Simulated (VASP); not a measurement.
Here is a VASP 6.6.1 calculation.

File INCAR:

```
PREC     = Accurate       # precision mode
ENCUT    = 520            # plane-wave cutoff, eV
EDIFF    = 1E-6           # SCF threshold, eV
ISMEAR   = -1             # smearing method
SIGMA    = 0.05           # smearing width, eV
LREAL    = False          # projectors in reciprocal space
LASPH    = True           # aspherical terms in the spheres
NELM     = 60             # most SCF steps
ALGO     = Normal         # electronic algorithm
ISIF     = 2              # what is computed and relaxed
LWAVE    = False          # write WAVECAR
LCHARG   = False          # write CHGCAR
GGA      = PS             # functional
NBANDS   = 24             # bands
```

The input KPOINTS:

```
Automatic mesh
0
Gamma
  9 9 5
```

POSCAR

```
ZrC
1.0
    3.2558172209      0.0000000000      0.0000000000
   -1.6279086105      2.8196204234      0.0000000000
    0.0000000000      0.0000000000      5.2900530000
Zr C
2 2
Direct
    0.6666666667      0.3333333333      0.7500000000
    0.3333333333      0.6666666667      0.2500000000
    0.0000000000      0.0000000000      0.5000000000
    0.0000000000      0.0000000000      0.0000000000
```

Potentials or basis: VASP PAW PBE potentials, release 64 (Zr_sv, C).

The run is started by

```sh
$ cat potpaw_PBE.64/Zr_sv/POTCAR potpaw_PBE.64/C/POTCAR > POTCAR
$ mpirun -np 1 vasp_std > vasp.out
```

(1) Predict the band gap on the k mesh.

(2) Estimate the pressure.

Results:

(1) zero (band 16 reaches 11.26 eV, above the bottom of band 17 at 10.27 eV).

(2) 12.2 GPa.

Caveat: the PAW data sets were made with another functional, which shifts forces and pressure a little.
